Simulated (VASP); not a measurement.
# Sb4H in VASP: relaxation of the atoms with r2SCAN

Aim: the relaxation of the atoms of Sb4H with r2SCAN.

Program: VASP 6.6.1. These are calculated values, not measurements. Logs are shortened: lines on timing, memory, paths and dates and some standing lists are left out, and cuts for length are marked.

### Step 1. The cell of the first run

The cell holds a slab with vacuum, 5 atoms: a = 4.341 Å, b = 4.341 Å, c = 24.372 Å, α = 90.00°, β = 90.00°, γ = 120.00°.

### Step 2. Relaxation of the atoms, r2SCAN

File POSCAR:

```
Sb4H
1.0
    4.3410112362      0.0000000000      0.0000000000
   -2.1705056181      3.7594260087      0.0000000000
    0.0000000000      0.0000000000     24.3722810559
Sb H
4 1
Selective dynamics
Direct
    0.3333333333      0.6666666667      0.3487568513  F F F
    0.6666666667      0.3333333333      0.4104191981  F F F
    0.0000000000      0.0000000000      0.5083594760  T T T
    0.3333333333      0.6666666667      0.5702398379  T T T
    0.6666666667      0.3333333333      0.5308508288  T T T
```

File INCAR.step1:

```
PREC     = Accurate       # precision mode
ENCUT    = 520            # plane-wave cutoff, eV
ISMEAR   = 0              # smearing method
SIGMA    = 0.1            # smearing width, eV
LREAL    = F              # projectors in reciprocal space
LASPH    = T              # aspherical terms in the spheres
NELM     = 100            # most SCF steps
LDIPOL   = T            
IDIPOL   = 3            
DIPOL    = 0.5 0.5 0.474
GGA      = PE             # functional
ALGO     = Normal         # electronic algorithm
EDIFF    = 1E-4           # SCF threshold, eV
LWAVE    = T              # write WAVECAR
LCHARG   = F              # write CHGCAR
```

File INCAR.step2:

```
PREC     = Accurate       # precision mode
ENCUT    = 520            # plane-wave cutoff, eV
EDIFF    = 1E-6           # SCF threshold, eV
ISMEAR   = 0              # smearing method
SIGMA    = 0.1            # smearing width, eV
LREAL    = F              # projectors in reciprocal space
LASPH    = T              # aspherical terms in the spheres
NELM     = 100            # most SCF steps
ALGO     = Normal         # electronic algorithm
ISIF     = 2              # what is computed and relaxed
LWAVE    = F              # write WAVECAR
LCHARG   = F              # write CHGCAR
LDIPOL   = T            
IDIPOL   = 3            
DIPOL    = 0.5 0.5 0.474
METAGGA  = R2SCAN         # meta-GGA
LMIXTAU  = T            
IBRION   = 2              # ionic algorithm
NSW      = 90             # ionic steps
EDIFFG   = -0.03          # ionic threshold
ISTART   = 1
```

File KPOINTS:

```
Automatic mesh
0
Gamma
  9 9 1
```

Potentials or basis: VASP PAW PBE potentials, release 64 (Sb, H).

Launch:

```
$ cat potpaw_PBE.64/Sb/POTCAR potpaw_PBE.64/H/POTCAR > POTCAR
$ cp INCAR.step1 INCAR
$ mpirun -np 1 vasp_std > vasp.out
$ cp INCAR.step2 INCAR
$ mpirun -np 1 vasp_std > vasp.out
```

OUTCAR:

```text
PREC = Accurate
   ENCUT = 520
   EDIFF = 1E-6
   ISMEAR = 0
   LREAL = F
   LASPH = T
   NELM = 100
   ISIF = 2
   METAGGA = R2SCAN
   IBRION = 2
   NSW = 90
   EDIFFG = -0.03
   ISTART = 1

 ion  position               nearest neighbor table
   1  0.333  0.667  0.349-   2 2.92   2 2.92   2 2.92
   2  0.667  0.333  0.410-   1 2.92   1 2.92   1 2.92   3 3.46   3 3.46   3 3.46
   3  0.000  0.000  0.508-   4 2.93   4 2.93   4 2.93   2 3.46   2 3.46   2 3.46
   4  0.333  0.667  0.570-   3 2.93   3 2.93   3 2.93
   5  0.667  0.333  0.531-

  LATTYP: Found a hexagonal cell.
 ALAT       =     4.3410112362
 C/A-ratio  =     5.6144247803

  Lattice vectors:

 A1 = (   4.3410112362,   0.0000000000,   0.0000000000)
 A2 = (  -2.1705056181,   3.7594260087,   0.0000000000)
 A3 = (   0.0000000000,   0.0000000000,  24.3722810559)

Analysis of symmetry for initial positions (statically):
=====================================================================
 Subroutine PRICEL returns:
 Original cell was already a primitive cell.

 Routine SETGRP: Setting up the symmetry group for a
 hexagonal supercell.

 Subroutine GETGRP returns: Found  6 space group operations
 (whereof  6 operations were pure point group operations)
 out of a pool of 24 trial point group operations.

The static configuration has the point symmetry C_3v.

Analysis of symmetry for dynamics (positions and initial velocities):
=====================================================================
 Subroutine PRICEL returns:
 Original cell was already a primitive cell.

 Routine SETGRP: Setting up the symmetry group for a
 hexagonal supercell.

 Subroutine GETGRP returns: Found  6 space group operations
 (whereof  6 operations were pure point group operations)
 out of a pool of 24 trial point group operations.

The dynamic configuration has the point symmetry C_3v.

Analysis of constrained symmetry for selective dynamics:
=====================================================================
 Subroutine PRICEL returns:
 Original cell was already a primitive cell.

 Routine SETGRP: Setting up the symmetry group for a
 hexagonal supercell.

 Subroutine GETGRP returns: Found  6 space group operations
 (whereof  6 operations were pure point group operations)
 out of a pool of 24 trial point group operations.

The constrained configuration has the point symmetry C_3v.

 Subroutine INISYM returns: Found  6 space group operations
 (whereof  6 operations are pure point group operations),
 and found     1 'primitive' translations

----------------------------------------------------------------------------------------

                                     Primitive cell

  volume of cell :     397.7486

  direct lattice vectors                    reciprocal lattice vectors
     4.341011236  0.000000000  0.000000000     0.230361072  0.132999027  0.000000000
    -2.170505618  3.759426009  0.000000000     0.000000000  0.265998053  0.000000000
     0.000000000  0.000000000 24.372281056     0.000000000  0.000000000  0.041030218

  length of vectors
     4.341011236  4.341011236 24.372281056     0.265998053  0.265998053  0.041030218

  position of ions in fractional coordinates (direct lattice)
     0.333333333  0.666666667  0.348756851
     0.666666667  0.333333333  0.410419198
     0.000000000  0.000000000  0.508359476
     0.333333333  0.666666667  0.570239838
     0.666666667  0.333333333  0.530850829

  ion indices of the primitive-cell ions
   primitive index   ion index
                 1           1
                 2           2
                 3           3
                 4           4
                 5           5

----------------------------------------------------------------------------------------

 KPOINTS: Automatic mesh

Automatic generation of k-mesh.
 Grid dimensions read from file:
[... 35 lines left out ...]
   number of dos      NEDOS =    301   number of ions     NIONS =      5
   total plane-waves  NPLWV = 196608
   dimension x,y,z NGX =    32 NGY =   32 NGZ =  192
   dimension x,y,z NGXF=    64 NGYF=   64 NGZF=  384
   ions per type =               4   1
   NGX,Y,Z   is equivalent  to a cutoff of  12.25, 12.25, 13.10 a.u.
   NGXF,Y,Z  is equivalent  to a cutoff of  24.51, 24.51, 26.19 a.u.
 SYSTEM =  unknown system
   PREC   = accura    normal or accurate (medium, high low for compatibility)
   ISTART =      1    job   : 0-new  1-cont  2-samecut
   ICHARG =      0    charge: 1-file 2-atom 10-const
   ISPIN  =      1    spin polarized calculation?
   LNONCOLLINEAR =      F non collinear calculations
   LSORBIT =      F    spin-orbit coupling
   LASPH  =      T    aspherical Exc in radial PAW
   ENCUT  =  520.0 eV  38.22 Ry    6.18 a.u.   8.07  8.07 45.32*2*pi/ulx,y,z
   NELM   =    100;   NELMIN=  2; NELMDL=  0     # of ELM steps
   EDIFF  = 0.1E-05   stopping-criterion for ELM
   LREAL  =      F    real-space projection
   EDIFFG = -.3E-01   stopping-criterion for IOM
   NSW    =     90    number of steps for IOM
   IBRION =      2    ionic relax: 0-MD 1-quasi-New 2-CG
   NFREE  =      1    steps in history (QN), initial steepest desc. (CG)
   ISIF   =      2    stress and relaxation
   ISYM   =      2    0-nonsym 1-usesym 2-fastsym
   POTIM  = 0.5000    time-step for ionic-motion
   TEBEG  =    0.0;   TEEND  =   0.0 temperature during run
   PSTRESS=    0.0 pullay stress
   NELECT =      21.0000    total number of electrons
   NUPDOWN=      -1.0000    fix difference up-down
   EMIN   =  10.00;   EMAX   =-10.00  energy-range for DOS
   EFERMI =   0.00;   METHOD = LEGACY
   ISMEAR =     0;   SIGMA  =   0.10  broadening in eV -4-tet -1-fermi 0-gaus
   EFERMI_NEDOS =   21; number of points for ismear=-14 and -15
   IALGO  =     38    algorithm
   IMIX   =      4    mixing-type and parameters
     AMIX     =   0.40;   BMIX     =  1.00
     AMIX_MAG =   1.60;   BMIX_MAG =  1.00
  volume/ion in A,a.u.               =      79.55       536.83
  Fermi-wavevector in a.u.,A,eV,Ry     =   0.614156  1.160586  5.131941  0.377187
  Thomas-Fermi vector in A             =   1.671064
   LORBIT       =      0    0 simple, 1 ext, 2 COOP (PROOUT), +10 PAW based schemes
   METAGGA = R2SCAN    functional components
   LHFCALC =     F    Hartree Fock is set to
   AEXX    =    0.0000 exact exchange contribution
   IVDW    =     0    specifies the selected vdW correction
   LEPSILON=     F    determine dielectric tensor
   LRPA    =     F    only Hartree local field effects (RPA)
 conjugate gradient relaxation of ions
 non-spin polarized calculation
 Gauss-broadening in eV      SIGMA  =   0.10
  energy-cutoff  :      520.00
  volume of cell :      397.75
 maximum number of plane-waves:     10744
   NGX = 17   NGY = 17   NGZ = 91

--------------------------------------- Ionic step        1  -------------------------------------------

 number of electron      21.0000000 magnetization

 Free energy of the ion-electron system (eV)
  ---------------------------------------------------
  ext. energy  EPLUGINS =         0.00000000
  ---------------------------------------------------
  free energy    TOTEN  =      -104.08902462 eV

  energy without entropy =     -104.07823458  energy(sigma->0) =     -104.08362960

------------------------ aborting loop because EDIFF is reached ----------------------------------------

  FORCE on cell =-STRESS in cart. coord.  units (eV):
  Direction    XX          YY          ZZ          XY          YZ          ZX
  --------------------------------------------------------------------------------------
  -------------------------------------------------------------------------------------
  Total       -1.8447607     -1.8447607     -0.1371538      0.0000000      0.0000000      0.0000000
  in kB       -7.4309099     -7.4309099     -0.5524715      0.0000000      0.0000000      0.0000000
  external PRESSURE =      -5.1380971 kB  Pullay stress =       0.0000000 kB
[... 98 lines left out ...]
  FREE ENERGIE OF THE ION-ELECTRON SYSTEM (eV)
  ---------------------------------------------------
  free  energy   TOTEN  =      -104.1169528145 eV

  energy  without entropy=     -104.1047985189  energy(sigma->0) =     -104.11087567

 vacuum level on the upper side and lower side of the slab       (xc-potential included)        -0.056        -0.004

 dipolmoment           0.000000      0.000000     -0.001307 electrons x Angstroem

[... ionic steps 4 to 11 ...]

--------------------------------------- Ionic step       12  -------------------------------------------

 number of electron      21.0000000 magnetization

------------------------ aborting loop because EDIFF is reached ----------------------------------------
[... 73 lines left out ...]
--------------------------------------- Ionic step       14  -------------------------------------------

 number of electron      21.0000000 magnetization

 dipolmoment           0.000000      0.000000      0.016851 electrons x Angstroem

 Free energy of the ion-electron system (eV)
  ---------------------------------------------------
  ext. energy  EPLUGINS =         0.00000000
  ---------------------------------------------------
  free energy    TOTEN  =      -104.26017055 eV

  energy without entropy =     -104.24680440  energy(sigma->0) =     -104.25348747

 E-fermi :  -1.2446     XC(G=0):  -3.6215

 val. band max:       -1.2645565133   @ k =   0.2222   0.1111   0.0000
 cond. band min:      -1.2404769786   @ k =   0.2222  -0.0000   0.0000
 fundamental gap:      0.0240795347
 Fermi energy:        -1.2445572379

 k-point     1 :       0.0000    0.0000    0.0000
  band No.  band energies     occupation
      1     -13.6881      2.00000
      2     -12.8213      2.00000
      3      -9.1438      2.00000
      4      -6.9376      2.00000
      5      -2.6478      2.00000
      6      -2.6478      2.00000
      7      -2.3437      2.00000
      8      -2.1746      2.00000
      9      -2.1746      2.00000
     10      -1.6377      2.00000
     11      -1.2094      0.61917
     12      -0.6850      0.00000
     13      -0.0070      0.00000
     14      -0.0070      0.00000
[... 175 lines left out ...]
      3     -10.5953      2.00000
      4     -10.3479      2.00000
      5      -6.6747      2.00000
      6      -5.7013      2.00000
      7      -4.2452      2.00000
      8      -4.0703      2.00000
      9      -3.3459      2.00000
     10      -2.7251      2.00000
     11      -0.5597      0.00000
     12       0.6686      0.00000
     13       1.1253      0.00000
     14       2.0452      0.00000

------------------------ aborting loop because EDIFF is reached ----------------------------------------

 vacuum level on the upper side and lower side of the slab       (xc-potential included)         0.068        -0.116

  FORCE on cell =-STRESS in cart. coord.  units (eV):
  Direction    XX          YY          ZZ          XY          YZ          ZX
  --------------------------------------------------------------------------------------
  -------------------------------------------------------------------------------------
  Total       -2.8909882     -2.8909882      0.3581859      0.0000000      0.0000000     -0.0000000
  in kB      -11.6452353    -11.6452353      1.4428145      0.0000000      0.0000000     -0.0000000
  external PRESSURE =      -7.2825520 kB  Pullay stress =       0.0000000 kB
[... 20 lines left out ...]
  FREE ENERGIE OF THE ION-ELECTRON SYSTEM (eV)
  ---------------------------------------------------
  free  energy   TOTEN  =      -104.2601705511 eV

  energy  without entropy=     -104.2468043965  energy(sigma->0) =     -104.25348747

 reached required accuracy - stopping structural energy minimisation

 vacuum level on the upper side and lower side of the slab         3.608         3.419
```

It took 57 min on 1 thread of AMD EPYC 9R45 (Zen 5), shared host; peak memory 0.58 GiB.

Results:

| Item | Value |
| --- | --- |
| Free energy | -104.2602 eV |
| Energy gained by relaxing | 34.2 meV/atom |
| Ionic steps | 14 |
| Band gap on the k mesh | zero (an odd number of electrons rules out a gap without spin polarisation) |

The path:
```
step  energy change (eV)  largest force on free atoms (eV/Å)  pressure (GPa)
   1              0.0000                              0.5819           -0.51
   2             -0.0225                              0.2486           -0.38
   3             -0.0279                              0.2295           -0.27
   4             -0.0313                              0.2307           -0.27
   5             -0.0415                              0.2333           -0.28
   6             -0.0620                              0.2269           -0.30
   7             -0.0992                              0.2120           -0.33
   8             -0.1379                              0.4721           -0.38
   9             -0.1432                              0.4264           -0.41
  10             -0.1561                              0.2929           -0.50
  11             -0.1700                              0.0478           -0.68
  12             -0.1710                              0.0463           -0.74
  13             -0.1711                              0.0365           -0.73
  14             -0.1711                              0.0224           -0.73
```

Final structure:
```cif
data_structure
_symmetry_space_group_name_H-M 'P 1'
_symmetry_Int_Tables_number 1
_cell_length_a 4.3410
_cell_length_b 4.3410
_cell_length_c 24.3723
_cell_angle_alpha 90.000
_cell_angle_beta 90.000
_cell_angle_gamma 120.000
_cell_volume 397.75
loop_
_atom_site_label
_atom_site_type_symbol
_atom_site_fract_x
_atom_site_fract_y
_atom_site_fract_z
_atom_site_occupancy
Sb1 Sb 0.33333 0.66667 0.34876 1
Sb2 Sb 0.66667 0.33333 0.41042 1
Sb3 Sb 0.00000 0.00000 0.50139 1
Sb4 Sb 0.33333 0.66667 0.56532 1
H1 H 0.66667 0.33333 0.56686 1
```

Levels at points of the mesh, in eV from the Fermi level:
```csv
k point,band 8,band 9,band 10,band 11,band 12,band 13
"(0.00, 0.00, 0.00)",-0.93,-0.93,-0.39,0.04,0.56,1.24
```

Caveat: the PAW data sets were made with another functional, which shifts forces and pressure a little; spin-orbit coupling is left out, which moves the levels of the heavy elements.

The gap in the log of VASP goes by the Fermi energy; the results here count the filled bands.